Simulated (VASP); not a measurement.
Crystal: Na5Ag3Cl8.

```xyz
64
Lattice="11.0843 0.0000 0.0000 0.0000 11.0843 0.0000 0.0000 0.0000 11.0843" Properties=species:S:1:pos:R:3 pbc="T T T"
Cl    2.8207   11.0662    0.0133
Cl    2.7695    0.0062    5.5387
Cl    2.7548    5.5269    0.0121
Cl    2.7660    5.5689    5.5080
Cl    8.3336    0.0175    0.0296
Cl    8.2848   11.0803    5.5573
Cl    8.3259    5.5422   11.0628
Cl    8.3195    5.5262    5.5395
Cl   11.0781    2.7603   11.0601
Cl   11.0709    2.7327    5.5482
Cl    0.0112    8.2828    0.0069
Cl    0.0394    8.3399    5.5759
Cl    5.5104    2.7800    0.0005
Cl    5.5362    2.7853    5.5865
Cl    5.5736    8.3653   11.0462
Cl    5.5158    8.3105    5.5526
Cl    0.0073    0.0211    2.7516
Cl    0.0386    0.0109    8.2845
Cl   11.0493    5.5458    2.8125
Cl   11.0556    5.5553    8.3393
Cl    5.5374   11.0812    2.7682
Cl    5.5127    0.0087    8.3515
Cl    5.5556    5.5570    2.7840
Cl    5.5327    5.5216    8.3387
Cl    2.7701    2.8079    2.7686
Cl    2.7731    2.7658    8.3146
Cl    2.7804    8.3437    2.7463
Cl    2.7567    8.3564    8.2963
Cl    8.3143    2.8134    2.7761
Cl    8.3315    2.7905    8.3009
Cl    8.2705    8.3089    2.7690
Cl    8.2920    8.3125    8.3301
Na    0.0147    0.0004    0.0080
Na    0.0078    5.5514    5.5305
Na    5.5242   11.0758   11.0532
Na    5.5518   11.0477    5.5630
Na    5.5105    5.5591   11.0835
Na    5.5213    5.5238    5.5038
Na    2.7749    2.7810   11.0679
Na    2.7579    8.2842   11.0768
Na    2.7593    8.3219    5.5554
Na    8.3200    2.7867    0.0276
Na    8.3240    8.2843   11.0606
Na    8.3373    8.3098    5.5805
Na    2.7490   11.0777    8.3088
Na    2.7762    5.5202    2.7630
Na    2.7376    5.4955    8.3662
Na    8.3029   11.0717    8.3116
Na    8.3300    5.5387    8.2987
Na    0.0474    2.7968    8.3155
Na    5.5534    2.7380    2.7740
Na    5.5333    8.3506    8.3177
Ag    0.0048    0.0066    5.5519
Ag   11.0823    5.5203    0.0239
Ag    2.7625    2.7545    5.5686
Ag    8.3362    2.7766    5.5576
Ag    2.7739   11.0549    2.7763
Ag    8.3047    0.0025    2.7600
Ag    8.3047    5.5159    2.7633
Ag    0.0056    2.7825    2.7633
Ag   11.0563    8.3330    2.7265
Ag    0.0018    8.3107    8.3048
Ag    5.5409    2.7537    8.3381
Ag    5.5816    8.3069    2.7692
```

- Program: VASP 6.6.1
- Task: relaxation of volume and atoms at fixed shape
- Functional: PBEsol
- Potentials or basis: VASP PAW PBE potentials, release 64 (Cl, Na_pv, Ag)
- Cutoff: 500 eV
- k mesh: 1 × 1 × 1, shifted
- Occupations: fermi-dirac, width 0.05 eV
- Spin: no spin polarisation

At the start: pressure -0.3 GPa; volume 21.28 Å³/atom.

**Question.** How do energy, volume and symmetry change on relaxing?

**Answer.** Over 13 steps the energy falls by 3.8 meV/atom and the volume is 21.19 Å³/atom (-0.4 %); space group P1 (No. 1, to 0.1 Å) before and after.

Step by step:
```
step  energy change (eV)  largest force (eV/Å)  pressure (GPa)  volume (Å³)
   1              0.0000                0.3308           -0.26      1361.83
   2             -0.0724                0.2725           -0.07      1355.03
   3             -0.1577                0.1030            0.57      1334.82
   4             -0.2090                0.0811            0.27      1346.49
   5             -0.2211                0.0924            0.06      1354.94
   6             -0.2212                0.0934            0.04      1355.67
   7             -0.2278                0.0763            0.00      1357.12
   8             -0.2341                0.0457           -0.09      1359.73
   9             -0.2345                0.0425           -0.12      1360.61
  10             -0.2383                0.0431            0.02      1355.54
  11             -0.2383                0.0435            0.05      1354.57
  12             -0.2409                0.0358            0.04      1355.18
  13             -0.2435                0.0215            0.02      1356.20
```

Final structure:
```xyz
64
Lattice="11.0690 0.0000 0.0000 0.0000 11.0690 0.0000 0.0000 0.0000 11.0690" Properties=species:S:1:pos:R:3 pbc="T T T"
Cl    2.7652    0.0047    0.0294
Cl    2.7299    0.0601    5.4781
Cl    2.7480    5.5211    0.0127
Cl    2.7563    5.5114    5.5264
Cl    8.3119    0.0079    0.0408
Cl    8.3373    0.0577    5.4737
Cl    8.3279    5.5244    0.0385
Cl    8.3052    5.4936    5.4983
Cl    0.0010    2.7842    0.0276
Cl    0.0103    2.7303    5.4801
Cl    0.0050    8.2569    0.0071
Cl    0.0013    8.3322    5.5232
Cl    5.5376    2.7733    0.0007
Cl    5.5303    2.7647    5.5890
Cl    5.5340    8.2998    0.0245
Cl    5.5336    8.3034    5.5100
Cl   11.0599   11.0409    2.8182
Cl   11.0686   11.0323    8.2894
Cl   11.0047    5.5727    2.7166
Cl   11.0568    5.5721    8.3255
Cl    5.5486   11.0196    2.7710
Cl    5.5359    0.0159    8.3047
Cl    5.5567    5.5642    2.7696
Cl    5.5353    5.5188    8.3098
Cl    2.7250    2.7240    2.8205
Cl    2.7954    2.7658    8.2752
Cl    2.7554    8.3433    2.7685
Cl    2.7385    8.3102    8.2912
Cl    8.3577    2.7620    2.8337
Cl    8.2803    2.7697    8.2769
Cl    8.3036    8.3060    2.7725
Cl    8.3255    8.3049    8.2945
Na    0.0011   11.0440    0.0559
Na   11.0528    5.5233    5.5019
Na    5.5387   11.0674    0.0218
Na    5.5350    0.0167    5.5164
Na    5.5434    5.5391    0.0096
Na    5.5411    5.5126    5.5294
Na    2.7603    2.7638    0.0216
Na    2.7482    8.2977    0.0200
Na    2.7459    8.3357    5.5095
Na    8.3161    2.7760    0.0455
Na    8.3250    8.2909    0.0374
Na    8.3228    8.3190    5.4986
Na    2.7575    0.0078    8.2701
Na    2.7245    5.5372    2.7704
Na    2.7538    5.5290    8.3058
Na    8.3082    0.0077    8.2734
Na    8.3032    5.5309    8.3024
Na    0.0035    2.7674    8.2650
Na    5.5542    2.7478    2.8128
Na    5.5328    8.3028    8.3015
Ag   11.0679   11.0673    5.5466
Ag    0.0035    5.5256   11.0612
Ag    2.7699    2.7851    5.5476
Ag    8.3027    2.7724    5.5521
Ag    2.7635   11.0629    2.7533
Ag    8.3082   11.0647    2.7577
Ag    8.2853    5.5374    2.7673
Ag    0.0029    2.7686    2.7582
Ag   11.0618    8.3186    2.7636
Ag   11.0650    8.3036    8.3001
Ag    5.5391    2.7692    8.3250
Ag    5.5351    8.2945    2.7674
```

Caveat: the PAW data sets were made with another functional, which shifts forces and pressure a little.
